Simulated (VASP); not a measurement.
# Ti3Cr (P6_3/mmc) in VASP: single point with PBE

Aim: the single point of Ti3Cr with PBE.

All numbers are computed with VASP 6.6.1; they aren't measurements. Logs are shortened: lines on timing, memory, paths and dates and some standing lists are left out, and cuts for length are marked.

### 1 The cell of the first run

The structure is hexagonal, space group P6_3/mmc (No. 194). Conventional cell: a = 5.748 Å, b = 5.748 Å, c = 4.536 Å, α = 90.00°, β = 90.00°, γ = 120.00°. Ti (site symmetry mm2) has 4 Cr at 2.78 to 2.87 Å and 8 Ti at 2.79 to 2.96 Å within 3.7 Å. Cr (site symmetry -6m2) has 12 Ti at 2.78 to 2.87 Å within 3.7 Å.

### 2 Single point, PBE, collinear spin, ferromagnetic start

File INCAR:

```
PREC = Accurate
ENCUT = 520
EDIFF = 1E-7
ISMEAR = 0
SIGMA = 0.1
LREAL = False
LASPH = True
NELM = 150
ALGO = Normal
ISIF = 2
LWAVE = False
LCHARG = False
ISPIN = 2
MAGMOM = 0 0 0 0 0 0 1.56 1.56
LORBIT = 11
LMAXMIX = 4
GGA = PE
NBANDS = 62
```

File KPOINTS:

```
Automatic mesh
0
Gamma
  6 6 4
```

File POSCAR:

```
Ti3Cr
1.0
    5.7482963759      0.0000000000      0.0000000000
   -2.8741481879      4.9781706900      0.0000000000
    0.0000000000      0.0000000000      4.5363861805
Ti Cr
6 2
Direct
    0.8282491569      0.6564983138      0.2500000000
    0.1717508431      0.8282491569      0.7500000000
    0.3435016862      0.1717508431      0.2500000000
    0.1717508431      0.3435016862      0.7500000000
    0.8282491569      0.1717508431      0.2500000000
    0.6564983138      0.8282491569      0.7500000000
    0.3333333333      0.6666666667      0.2500000000
    0.6666666667      0.3333333333      0.7500000000
```

Potentials or basis: VASP PAW PBE potentials, release 64 (Ti_sv, Cr_pv).

Run with:

```console
$ cat potpaw_PBE.64/Ti_sv/POTCAR potpaw_PBE.64/Cr_pv/POTCAR > POTCAR
$ mpirun -np 1 vasp_std > vasp.out
```

OUTCAR:

```text
PREC = Accurate
   ENCUT = 520
   EDIFF = 1E-7
   ISMEAR = 0
   LREAL = False
   LASPH = True
   NELM = 150
   ISIF = 2
   ISPIN = 2
   LORBIT = 11
   GGA = PE

 ion  position               nearest neighbor table
   1  0.828  0.656  0.250-   8 2.78   8 2.78   5 2.79   3 2.79   6 2.84   6 2.84   2 2.84   2 2.84
                             7 2.87   7 2.87
   2  0.172  0.828  0.750-   7 2.78   7 2.78   4 2.79   6 2.79   3 2.84   3 2.84   1 2.84   1 2.84
                             8 2.87   8 2.87
   3  0.344  0.172  0.250-   8 2.78   8 2.78   5 2.79   1 2.79   4 2.84   4 2.84   2 2.84   2 2.84
                             7 2.87   7 2.87
   4  0.172  0.344  0.750-   7 2.78   7 2.78   2 2.79   6 2.79   3 2.84   3 2.84   5 2.84   5 2.84
                             8 2.87   8 2.87
   5  0.828  0.172  0.250-   8 2.78   8 2.78   1 2.79   3 2.79   6 2.84   6 2.84   4 2.84   4 2.84
                             7 2.87   7 2.87
   6  0.656  0.828  0.750-   7 2.78   7 2.78   2 2.79   4 2.79   1 2.84   1 2.84   5 2.84   5 2.84
                             8 2.87   8 2.87
   7  0.333  0.667  0.250-   2 2.78   2 2.78   4 2.78   4 2.78   6 2.78   6 2.78   3 2.87   1 2.87
                             5 2.87   5 2.87   3 2.87   1 2.87
   8  0.667  0.333  0.750-   5 2.78   5 2.78   1 2.78   1 2.78   3 2.78   3 2.78   6 2.87   4 2.87
                             2 2.87   2 2.87   6 2.87   4 2.87

  LATTYP: Found a hexagonal cell.
 ALAT       =     5.7482963759
 C/A-ratio  =     0.7891705444

  Lattice vectors:

 A1 = (   5.7482963759,   0.0000000000,   0.0000000000)
 A2 = (  -2.8741481879,   4.9781706900,   0.0000000000)
 A3 = (   0.0000000000,   0.0000000000,   4.5363861805)

Analysis of symmetry for initial positions (statically):
=====================================================================
 Subroutine PRICEL returns:
 Original cell was already a primitive cell.

 Routine SETGRP: Setting up the symmetry group for a
 hexagonal supercell.

 Subroutine GETGRP returns: Found 24 space group operations
 (whereof 12 operations were pure point group operations)
 out of a pool of 24 trial point group operations.

The static configuration has the point symmetry D_3d.
 The point group associated with its full space group is D_6h.

Analysis of symmetry for dynamics (positions and initial velocities):
=====================================================================
 Subroutine PRICEL returns:
 Original cell was already a primitive cell.

 Routine SETGRP: Setting up the symmetry group for a
 hexagonal supercell.

 Subroutine GETGRP returns: Found 24 space group operations
 (whereof 12 operations were pure point group operations)
 out of a pool of 24 trial point group operations.

The dynamic configuration has the point symmetry D_3d.
 The point group associated with its full space group is D_6h.

Analysis of structural, dynamic, and magnetic symmetry:
=====================================================================
 Subroutine PRICEL returns:
 Original cell was already a primitive cell.

 Routine SETGRP: Setting up the symmetry group for a
 hexagonal supercell.

 Subroutine GETGRP returns: Found 24 space group operations
 (whereof 12 operations were pure point group operations)
 out of a pool of 24 trial point group operations.

The overall configuration has the point symmetry D_3d.
 The point group associated with its full space group is D_6h.

 Subroutine INISYM returns: Found 24 space group operations
 (whereof 12 operations are pure point group operations),
 and found     1 'primitive' translations

----------------------------------------------------------------------------------------

                                     Primitive cell

  volume of cell :     129.8132

  direct lattice vectors                    reciprocal lattice vectors
     5.748296376  0.000000000  0.000000000     0.173964586  0.100438501  0.000000000
    -2.874148188  4.978170690  0.000000000     0.000000000  0.200877001  0.000000000
     0.000000000  0.000000000  4.536386181     0.000000000  0.000000000  0.220439786

  length of vectors
[... 74 lines left out ...]
   total plane-waves  NPLWV =  82944
   dimension x,y,z NGX =    48 NGY =   48 NGZ =   36
   dimension x,y,z NGXF=    96 NGYF=   96 NGZF=   72
   ions per type =               6   2
   NGX,Y,Z   is equivalent  to a cutoff of  13.88, 13.88, 13.19 a.u.
   NGXF,Y,Z  is equivalent  to a cutoff of  27.76, 27.76, 26.39 a.u.
 SYSTEM =  unknown system
   PREC   = accura    normal or accurate (medium, high low for compatibility)
   ISTART =      0    job   : 0-new  1-cont  2-samecut
   ICHARG =      2    charge: 1-file 2-atom 10-const
   ISPIN  =      2    spin polarized calculation?
   LNONCOLLINEAR =      F non collinear calculations
   LSORBIT =      F    spin-orbit coupling
   LASPH  =      T    aspherical Exc in radial PAW
   ENCUT  =  520.0 eV  38.22 Ry    6.18 a.u.  10.69 10.69  8.43*2*pi/ulx,y,z
   NELM   =    150;   NELMIN=  2; NELMDL= -5     # of ELM steps
   EDIFF  = 0.1E-06   stopping-criterion for ELM
   LREAL  =      F    real-space projection
   EDIFFG = 0.1E-05   stopping-criterion for IOM
   NSW    =      0    number of steps for IOM
   IBRION =     -1    ionic relax: 0-MD 1-quasi-New 2-CG
   NFREE  =      0    steps in history (QN), initial steepest desc. (CG)
   ISIF   =      2    stress and relaxation
   ISYM   =      2    0-nonsym 1-usesym 2-fastsym
   POTIM  = 0.5000    time-step for ionic-motion
   TEBEG  =    0.0;   TEEND  =   0.0 temperature during run
   PSTRESS=    0.0 pullay stress
   NELECT =      96.0000    total number of electrons
   NUPDOWN=      -1.0000    fix difference up-down
   EMIN   =  10.00;   EMAX   =-10.00  energy-range for DOS
   EFERMI =   0.00;   METHOD = LEGACY
   ISMEAR =     0;   SIGMA  =   0.10  broadening in eV -4-tet -1-fermi 0-gaus
   EFERMI_NEDOS =   21; number of points for ismear=-14 and -15
   IALGO  =     38    algorithm
   IMIX   =      4    mixing-type and parameters
     AMIX     =   0.40;   BMIX     =  1.00
     AMIX_MAG =   1.60;   BMIX_MAG =  1.00
  volume/ion in A,a.u.               =      16.23       109.50
  Fermi-wavevector in a.u.,A,eV,Ry     =   1.480445  2.797635 29.820123  2.191717
  Thomas-Fermi vector in A             =   2.594478
   LORBIT       =     11    0 simple, 1 ext, 2 COOP (PROOUT), +10 PAW based schemes
   GGA     = PE    functional components
   LHFCALC =     F    Hartree Fock is set to
   AEXX    =    0.0000 exact exchange contribution
   IVDW    =     0    specifies the selected vdW correction
   LEPSILON=     F    determine dielectric tensor
   LRPA    =     F    only Hartree local field effects (RPA)
 spin polarized calculation
 Gauss-broadening in eV      SIGMA  =   0.10
  energy-cutoff  :      520.00
  volume of cell :      129.81
 maximum number of plane-waves:      3521
 NGX is ok and might be reduce to    48
   NGX = 21   NGY = 21   NGZ = 17

 number of electron      96.0000008 magnetization       3.8874324

 Free energy of the ion-electron system (eV)
  ---------------------------------------------------
  ext. energy  EPLUGINS =         0.00000000
  ---------------------------------------------------
  free energy    TOTEN  =       -64.83456098 eV

  energy without entropy =      -64.77478878  energy(sigma->0) =      -64.80467488

 E-fermi :   8.5910     XC(G=0): -11.7993

 val. band max:        8.5820535464   @ k =   0.1667   0.1667   0.0000
 cond. band min:       8.5950339908   @ k =   0.3333   0.1667   0.2500
 fundamental gap:      0.0129804444
 Fermi energy:         8.5909687241

 spin component 1

 k-point     1 :       0.0000    0.0000    0.0000
  band No.  band energies     occupation
      1     -48.1764      1.00000
      2     -48.0759      1.00000
      3     -48.0759      1.00000
      4     -48.0703      1.00000
      5     -48.0248      1.00000
      6     -48.0248      1.00000
[... 1312 lines left out ...]
     59       9.8031      0.00000
     60       9.8031      0.00000
 Fermi energy:         8.5909687241

 spin component 2

 k-point     1 :       0.0000    0.0000    0.0000
  band No.  band energies     occupation
      1     -48.3077      1.00000
      2     -48.2063      1.00000
      3     -48.2063      1.00000
      4     -48.2007      1.00000
      5     -48.1548      1.00000
      6     -48.1548      1.00000
[... 1312 lines left out ...]
     59      10.1077      0.00000
     60      10.1077      0.00000
 [bands above 60 left out]

------------------------ aborting loop because EDIFF is reached ----------------------------------------

  FORCE on cell =-STRESS in cart. coord.  units (eV):
  Direction    XX          YY          ZZ          XY          YZ          ZX
  --------------------------------------------------------------------------------------
  -------------------------------------------------------------------------------------
  Total        0.0898886      0.0898886      0.0893436      0.0000000      0.0000000      0.0000000
  in kB        1.1094212      1.1094212      1.1026944      0.0000000      0.0000000      0.0000000
  external PRESSURE =       1.1071790 kB  Pullay stress =       0.0000000 kB

 VOLUME and BASIS-vectors are now :
 -----------------------------------------------------------------------------
  energy-cutoff  :      520.00
  volume of cell :      129.81
      direct lattice vectors                 reciprocal lattice vectors
     5.748296376  0.000000000  0.000000000     0.173964586  0.100438501  0.000000000
    -2.874148188  4.978170690  0.000000000     0.000000000  0.200877001  0.000000000
     0.000000000  0.000000000  4.536386181     0.000000000  0.000000000  0.220439786

 POSITION                                       TOTAL-FORCE (eV/Angst)
 -----------------------------------------------------------------------------------
      2.87415      3.26816      1.13410         0.000000      0.000105      0.000000
     -1.39324      4.12317      3.40229        -0.000091      0.000052      0.000000
      1.48091      0.85501      1.13410        -0.000091     -0.000052      0.000000
      0.00000      1.71001      3.40229        -0.000000     -0.000105     -0.000000
      4.26738      0.85501      1.13410         0.000091     -0.000052      0.000000
      1.39324      4.12317      3.40229         0.000091      0.000052     -0.000000
     -0.00000      3.31878      1.13410        -0.000000      0.000000      0.000000
      2.87415      1.65939      3.40229         0.000000      0.000000      0.000000
 -----------------------------------------------------------------------------------
    total drift:                               -0.000002      0.000001     -0.000000

  FREE ENERGIE OF THE ION-ELECTRON SYSTEM (eV)
  ---------------------------------------------------
  free  energy   TOTEN  =       -64.8345609820 eV

  energy  without entropy=      -64.7747887829  energy(sigma->0) =      -64.80467488

 total charge

# of ion       s       p       d       tot
------------------------------------------
    1        2.251   6.130   1.894  10.275
    2        2.251   6.130   1.894  10.275
    3        2.251   6.130   1.894  10.275
    4        2.251   6.130   1.894  10.275
    5        2.251   6.130   1.894  10.275
    6        2.251   6.130   1.894  10.275
    7        0.396   6.278   4.063  10.737
    8        0.396   6.278   4.063  10.737
--------------------------------------------------
tot         14.295  49.333  19.492  83.121

 magnetization (x)

# of ion       s       p       d       tot
------------------------------------------
    1       -0.009  -0.002  -0.137  -0.147
    2       -0.009  -0.002  -0.137  -0.147
    3       -0.009  -0.002  -0.137  -0.147
    4       -0.009  -0.002  -0.137  -0.147
    5       -0.009  -0.002  -0.137  -0.147
    6       -0.009  -0.002  -0.137  -0.147
    7        0.034   0.053   2.206   2.294
    8        0.034   0.053   2.206   2.294
--------------------------------------------------
tot          0.017   0.097   3.593   3.707
```

Run time: 20 min. Hardware: 1 thread of Intel Xeon 8259CL, shared host; peak memory 0.48 GiB.

Results:

| Quantity | Value |
| --- | --- |
| Free energy | -64.8346 eV |
| Pressure | 0.1 GPa |
| Net moment | 3.89 μB per cell |
| Site moments | Ti -0.15; Cr +2.29 μB |
| Valence electrons inside the program's atomic spheres | Ti 10.28; Cr 10.74 |

Levels at points of the mesh, in eV from the Fermi level:
Spin up:
```tsv
k point	band 47	band 48	band 49	band 50	band 51	band 52	band 53	band 54
(0.00, 0.00, 0.00)	-0.15	-0.15	0.17	0.26	0.56	0.56	0.62	0.64
(0.50, 0.00, 0.00)	-0.83	-0.54	-0.19	0.04	0.04	0.32	0.39	0.66
(0.00, 0.00, 0.50)	0.14	0.14	0.14	0.14	0.64	0.64	0.64	0.64
(0.50, 0.00, 0.50)	-0.53	-0.53	-0.35	-0.35	-0.20	-0.20	0.30	0.30
```
Spin down:
| k point | band 44 | band 45 | band 46 | band 47 | band 48 | band 49 |
| --- | --- | --- | --- | --- | --- | --- |
| (0.00, 0.00, 0.00) | -0.50 | 0.39 | 0.42 | 0.42 | 0.44 | 0.69 |
| (0.50, 0.00, 0.00) | -0.91 | -0.63 | -0.36 | 0.02 | 0.28 | 0.57 |
| (0.00, 0.00, 0.50) | -0.88 | 0.04 | 0.04 | 0.60 | 0.60 | 0.60 |
| (0.50, 0.00, 0.50) | -0.57 | -0.46 | -0.46 | -0.17 | -0.17 | -0.13 |
